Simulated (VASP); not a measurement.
# Cu3O2 (I4/mmm) in VASP: single point with PBE

Aim: the single point of Cu3O2 with PBE.

All numbers are computed with VASP 6.6.1; they aren't measurements. Logs are shortened: lines on timing, memory, paths and dates and some standing lists are left out, and cuts for length are marked.

### Step 1. The cell of the first run

It takes space group I4/mmm (No. 139, tetragonal). The conventional cell has a = 4.067 Å, b = 4.067 Å, c = 7.339 Å, α = 90.00°, β = 90.00°, γ = 90.00°. Within 2.4 Å of Cu (site symmetry -4m2) lie 2 O at 1.83 Å. Cu (site symmetry 4/mmm) has 4 O at 2.03 Å and 8 Cu at 2.74 Å within 2.8 Å. O (site symmetry mmm) has 4 Cu at 1.83 to 2.03 Å within 2.4 Å.

### Step 2. Single point, PBE

Contents of INCAR:

```
PREC = Accurate
ENCUT = 600
EDIFF = 1E-6
ISMEAR = 0
SIGMA = 0.1
LREAL = F
LASPH = T
NELM = 120
ALGO = Normal
ISIF = 2
LWAVE = F
LCHARG = F
GGA = PE
NBANDS = 30
GGA_COMPAT = F
```

Contents of KPOINTS:

```
Automatic mesh
0
Gamma
  14 14 14
```

Contents of POSCAR:

```
Cu3O2
1.0
   -2.0334859675      2.0334859675      3.6697445820
    2.0334859675     -2.0334859675      3.6697445820
    2.0334859675      2.0334859675     -3.6697445820
Cu O
3 2
Direct
    0.2500000000      0.7500000000      0.5000000000
    0.7500000000      0.2500000000      0.5000000000
    0.0000000000      0.0000000000      0.0000000000
    0.0000000000      0.5000000000      0.5000000000
    0.5000000000      0.0000000000      0.5000000000
```

Potentials or basis: VASP PAW PBE potentials, release 64 (Cu, O).

Started as:

```console
> cat potpaw_PBE.64/Cu/POTCAR potpaw_PBE.64/O/POTCAR > POTCAR
> mpirun -np 1 vasp_std > vasp.out
```

OUTCAR:

```text
PREC = Accurate
   ENCUT = 600
   EDIFF = 1E-6
   ISMEAR = 0
   LREAL = F
   LASPH = T
   NELM = 120
   ISIF = 2
   GGA = PE

 ion  position               nearest neighbor table
   1  0.250  0.750  0.500-   4 1.83   5 1.83   3 2.74   3 2.74   3 2.74   3 2.74
   2  0.750  0.250  0.500-   4 1.83   5 1.83   3 2.74   3 2.74   3 2.74   3 2.74
   3  0.000  0.000  0.000-   4 2.03   5 2.03   4 2.03   5 2.03   2 2.74   1 2.74   1 2.74   2 2.74
                             2 2.74   1 2.74   1 2.74   2 2.74
   4  0.000  0.500  0.500-   1 1.83   2 1.83   3 2.03   3 2.03
   5  0.500  0.000  0.500-   1 1.83   2 1.83   3 2.03   3 2.03

  LATTYP: Found a body centered tetragonal cell.
 ALAT       =     4.0669719350
 C/A-ratio  =     1.8046569490

  Lattice vectors:

 A1 = (  -2.0334859675,   2.0334859675,   3.6697445820)
 A2 = (   2.0334859675,  -2.0334859675,   3.6697445820)
 A3 = (   2.0334859675,   2.0334859675,  -3.6697445820)

Analysis of symmetry for initial positions (statically):
=====================================================================
 Subroutine PRICEL returns:
 Original cell was already a primitive cell.

 Routine SETGRP: Setting up the symmetry group for a
 body centered tetragonal supercell.

 Subroutine GETGRP returns: Found 16 space group operations
 (whereof 16 operations were pure point group operations)
 out of a pool of 16 trial point group operations.

The static configuration has the point symmetry D_4h.

Analysis of symmetry for dynamics (positions and initial velocities):
=====================================================================
 Subroutine PRICEL returns:
 Original cell was already a primitive cell.

 Routine SETGRP: Setting up the symmetry group for a
 body centered tetragonal supercell.

 Subroutine GETGRP returns: Found 16 space group operations
 (whereof 16 operations were pure point group operations)
 out of a pool of 16 trial point group operations.

The dynamic configuration has the point symmetry D_4h.

 Subroutine INISYM returns: Found 16 space group operations
 (whereof 16 operations are pure point group operations),
 and found     1 'primitive' translations

----------------------------------------------------------------------------------------

                                     Primitive cell

  volume of cell :      60.6985

  direct lattice vectors                    reciprocal lattice vectors
    -2.033485967  2.033485967  3.669744582     0.000000000  0.245883182  0.136249264
     2.033485967 -2.033485967  3.669744582     0.245883182  0.000000000  0.136249264
     2.033485967  2.033485967 -3.669744582     0.245883182  0.245883182  0.000000000

  length of vectors
     4.662312265  4.662312265  4.662312265     0.281109234  0.281109234  0.347731331

  position of ions in fractional coordinates (direct lattice)
     0.250000000  0.750000000  0.500000000
     0.750000000  0.250000000  0.500000000
     0.000000000  0.000000000  0.000000000
     0.000000000  0.500000000  0.500000000
     0.500000000  0.000000000  0.500000000

  ion indices of the primitive-cell ions
   primitive index   ion index
                 1           1
                 2           2
                 3           3
                 4           4
                 5           5

----------------------------------------------------------------------------------------

 KPOINTS: Automatic mesh

Automatic generation of k-mesh.
 Grid dimensions read from file:
 generate k-points for:   14   14   14

 Generating k-lattice:

  Cartesian coordinates                     Fractional coordinates (reciprocal lattice)
     0.000000000  0.017563084  0.009732090     0.071428571  0.000000000  0.000000000
     0.017563084  0.000000000  0.009732090     0.000000000  0.071428571  0.000000000
     0.017563084  0.017563084  0.000000000     0.000000000  0.000000000  0.071428571

  Length of vectors
     0.020079231  0.020079231  0.024837952

  Shift w.r.t. Gamma in fractional coordinates (k-lattice)
     0.000000000  0.000000000  0.000000000

 Subroutine IBZKPT returns following result:
 ===========================================

 Found    244 irreducible k-points:

 Following reciprocal coordinates:
            Coordinates               Weight
  0.000000  0.000000  0.000000      1.000000
  0.071429  0.000000  0.000000      8.000000
  0.142857  0.000000 -0.000000      8.000000
  0.214286 -0.000000  0.000000      8.000000
  0.285714  0.000000  0.000000      8.000000
  0.357143  0.000000 -0.000000      8.000000
[... 16 lines left out ...]
  0.214286  0.142857  0.000000     16.000000
  0.285714  0.142857  0.000000     16.000000
 [... further k-points ...]
   k-points           NKPTS =    244   k-points in BZ     NKDIM =    244   number of bands    NBANDS=     30
   number of dos      NEDOS =    301   number of ions     NIONS =      5
   total plane-waves  NPLWV =  64000
   dimension x,y,z NGX =    40 NGY =   40 NGZ =   40
   dimension x,y,z NGXF=    80 NGYF=   80 NGZF=   80
   ions per type =               3   2
   NGX,Y,Z   is equivalent  to a cutoff of  14.26, 14.26, 14.26 a.u.
   NGXF,Y,Z  is equivalent  to a cutoff of  28.53, 28.53, 28.53 a.u.
 SYSTEM =  unknown system
   PREC   = accura    normal or accurate (medium, high low for compatibility)
   ISTART =      0    job   : 0-new  1-cont  2-samecut
   ICHARG =      2    charge: 1-file 2-atom 10-const
   ISPIN  =      1    spin polarized calculation?
   LNONCOLLINEAR =      F non collinear calculations
   LSORBIT =      F    spin-orbit coupling
   LASPH  =      T    aspherical Exc in radial PAW
   ENCUT  =  600.0 eV  44.10 Ry    6.64 a.u.   9.31  9.31  9.31*2*pi/ulx,y,z
   NELM   =    120;   NELMIN=  2; NELMDL= -5     # of ELM steps
   EDIFF  = 0.1E-05   stopping-criterion for ELM
   LREAL  =      F    real-space projection
   EDIFFG = 0.1E-04   stopping-criterion for IOM
   NSW    =      0    number of steps for IOM
   IBRION =     -1    ionic relax: 0-MD 1-quasi-New 2-CG
   NFREE  =      0    steps in history (QN), initial steepest desc. (CG)
   ISIF   =      2    stress and relaxation
   ISYM   =      2    0-nonsym 1-usesym 2-fastsym
   POTIM  = 0.5000    time-step for ionic-motion
   TEBEG  =    0.0;   TEEND  =   0.0 temperature during run
   PSTRESS=    0.0 pullay stress
   NELECT =      45.0000    total number of electrons
   NUPDOWN=      -1.0000    fix difference up-down
   EMIN   =  10.00;   EMAX   =-10.00  energy-range for DOS
   EFERMI =   0.00;   METHOD = LEGACY
   ISMEAR =     0;   SIGMA  =   0.10  broadening in eV -4-tet -1-fermi 0-gaus
   EFERMI_NEDOS =   21; number of points for ismear=-14 and -15
   IALGO  =     38    algorithm
   IMIX   =      4    mixing-type and parameters
     AMIX     =   0.40;   BMIX     =  1.00
     AMIX_MAG =   1.60;   BMIX_MAG =  1.00
  volume/ion in A,a.u.               =      12.14        81.92
  Fermi-wavevector in a.u.,A,eV,Ry     =   1.481675  2.799960 29.869695  2.195361
  Thomas-Fermi vector in A             =   2.595556
   LORBIT       =      0    0 simple, 1 ext, 2 COOP (PROOUT), +10 PAW based schemes
   GGA     = PE    functional components
   LHFCALC =     F    Hartree Fock is set to
   AEXX    =    0.0000 exact exchange contribution
   IVDW    =     0    specifies the selected vdW correction
   LEPSILON=     F    determine dielectric tensor
   LRPA    =     F    only Hartree local field effects (RPA)
 non-spin polarized calculation
 Gauss-broadening in eV      SIGMA  =   0.10
  energy-cutoff  :      600.00
  volume of cell :       60.70
 maximum number of plane-waves:      2044
 NGX is ok and might be reduce to    40
   NGX = 19   NGY = 19   NGZ = 19

 number of electron      45.0000021 magnetization

 Free energy of the ion-electron system (eV)
  ---------------------------------------------------
  ext. energy  EPLUGINS =         0.00000000
  ---------------------------------------------------
  free energy    TOTEN  =       -22.71062296 eV

  energy without entropy =      -22.69962077  energy(sigma->0) =      -22.70512187

 E-fermi :   4.2626     XC(G=0): -11.1153

 val. band max:        4.2620400143   @ k =   0.5000   0.1429  -0.0000
 cond. band min:       4.2631430189   @ k =   0.4286   0.0714   0.0714
 fundamental gap:      0.0011030045
 Fermi energy:         4.2626428893

 k-point     1 :       0.0000    0.0000    0.0000
  band No.  band energies     occupation
      1     -14.8143      2.00000
      2     -13.6202      2.00000
      3      -2.2666      2.00000
      4      -1.2224      2.00000
      5      -1.2224      2.00000
      6      -0.6546      2.00000
[... 22 lines left out ...]
     29      15.2694      0.00000
     30      15.5044      0.00000

 k-point     2 :       0.0714    0.0000    0.0000
  band No.  band energies     occupation
      1     -14.7969      2.00000
      2     -13.6318      2.00000
      3      -2.2577      2.00000
      4      -1.2663      2.00000
      5      -1.2038      2.00000
      6      -0.7206      2.00000
[... 22 lines left out ...]
     29      14.9925      0.00000
     30      15.9035      0.00000

 k-point     3 :       0.1429    0.0000   -0.0000
  band No.  band energies     occupation
      1     -14.7458      2.00000
      2     -13.6666      2.00000
      3      -2.2308      2.00000
      4      -1.3891      2.00000
      5      -1.1487      2.00000
      6      -0.8690      2.00000
[... 22 lines left out ...]
     29      14.8101      0.00000
     30      16.3753      0.00000

 k-point     4 :       0.2143   -0.0000    0.0000
  band No.  band energies     occupation
      1     -14.6646      2.00000
      2     -13.7242      2.00000
      3      -2.1859      2.00000
      4      -1.5644      2.00000
      5      -1.0596      2.00000
      6      -1.0517      2.00000
[... 22 lines left out ...]
     29      14.8518      0.00000
     30      15.5744      0.00000

 k-point     5 :       0.2857    0.0000    0.0000
  band No.  band energies     occupation
      1     -14.5590      2.00000
      2     -13.8035      2.00000
      3      -2.1230      2.00000
      4      -1.7549      2.00000
      5      -1.2440      2.00000
      6      -0.9411      2.00000
[... 22 lines left out ...]
     29      14.8246      0.00000
     30      14.9266      0.00000
[... 526 lines left out ...]
     29      15.4028      0.00000
     30      15.5781      0.00000

 k-point    22 :       0.1429    0.1429    0.0000
  band No.  band energies     occupation
      1     -14.6480      2.00000
      2     -13.7418      2.00000
      3      -2.0167      2.00000
      4      -1.4871      2.00000
      5      -1.3227      2.00000
      6      -1.1074      2.00000
[... 22 lines left out ...]
     29      14.6754      0.00000
     30      15.4098      0.00000

 k-point    23 :       0.2143    0.1429    0.0000
  band No.  band energies     occupation
      1     -14.5573      2.00000
      2     -13.8069      2.00000
      3      -1.8913      2.00000
      4      -1.6486      2.00000
      5      -1.5530      2.00000
      6      -1.0556      2.00000
[... 22 lines left out ...]
     29      14.5385      0.00000
     30      15.4898      0.00000

 k-point    24 :       0.2857    0.1429    0.0000
  band No.  band energies     occupation
      1     -14.4465      2.00000
      2     -13.8885      2.00000
      3      -1.8521      2.00000
      4      -1.7973      2.00000
      5      -1.7153      2.00000
      6      -0.9832      2.00000
[... 22 lines left out ...]
     29      14.3708      0.00000
     30      15.4640      0.00000

 [... further k-points ...]
[... 5 lines left out ...]
  --------------------------------------------------------------------------------------
  -------------------------------------------------------------------------------------
  Total        0.1139721      0.1139721      0.5755091      0.0000000     -0.0000000      0.0000000
  in kB        3.0083680      3.0083680     15.1909379      0.0000000     -0.0000000      0.0000000
  external PRESSURE =       7.0692246 kB  Pullay stress =       0.0000000 kB

 VOLUME and BASIS-vectors are now :
 -----------------------------------------------------------------------------
  energy-cutoff  :      600.00
  volume of cell :       60.70
      direct lattice vectors                 reciprocal lattice vectors
    -2.033485967  2.033485967  3.669744582     0.000000000  0.245883182  0.136249264
     2.033485967 -2.033485967  3.669744582     0.245883182  0.000000000  0.136249264
     2.033485967  2.033485967 -3.669744582     0.245883182  0.245883182  0.000000000

 POSITION                                       TOTAL-FORCE (eV/Angst)
 -----------------------------------------------------------------------------------
      2.03349      0.00000      1.83487        -0.000000      0.000000      0.000000
      0.00000      2.03349      1.83487         0.000000     -0.000000     -0.000000
      0.00000      0.00000      0.00000         0.000000      0.000000      0.000000
      2.03349      0.00000      0.00000         0.000000      0.000000      0.000000
      0.00000      2.03349      0.00000         0.000000      0.000000      0.000000
 -----------------------------------------------------------------------------------
    total drift:                                0.000000     -0.000000     -0.000000

  FREE ENERGIE OF THE ION-ELECTRON SYSTEM (eV)
  ---------------------------------------------------
  free  energy   TOTEN  =       -22.7106229631 eV

  energy  without entropy=      -22.6996207731  energy(sigma->0) =      -22.70512187
```

It took 15 min on 1 thread of Intel Xeon Platinum 8259CL at 2.50GHz (Skylake/Cascade Lake), shared host; peak memory 0.57 GiB.

What came out:

| Property | Result |
| --- | --- |
| Free energy | -22.7106 eV |
| Pressure | 0.7 GPa |
| Band gap on the k mesh | zero (an odd number of electrons rules out a gap without spin polarisation) |

Stress tensor (GPa, compression positive):
```
0.30 0.00 0.00
0.00 0.30 0.00
0.00 0.00 1.52
```

Levels at points of the mesh, in eV from the Fermi level:
```tsv
k point	band 19	band 20	band 21	band 22	band 23	band 24	band 25	band 26	band 27	band 28
(0.00, 0.00, 0.00)	-1.62	-1.47	-0.75	-0.75	0.39	0.49	5.19	5.19	6.93	7.23
(0.50, 0.00, 0.00)	-1.45	-1.28	-0.87	-0.55	-0.21	2.88	3.24	8.08	8.15	8.23
(0.50, 0.50, 0.00)	-1.48	-0.45	-0.44	-0.23	0.61	1.23	3.62	3.67	7.63	9.29
(0.50, 0.50, 0.50)	-1.73	-1.47	-1.25	-0.28	-0.28	3.24	4.67	6.31	6.31	7.40
```

Caveat: an odd number of electrons without spin polarisation forces a metal; a magnetic or distorted state may lie lower. With open d or f shells a metallic result of PBE can be an artefact of self-interaction; +U or a hybrid may open a gap.
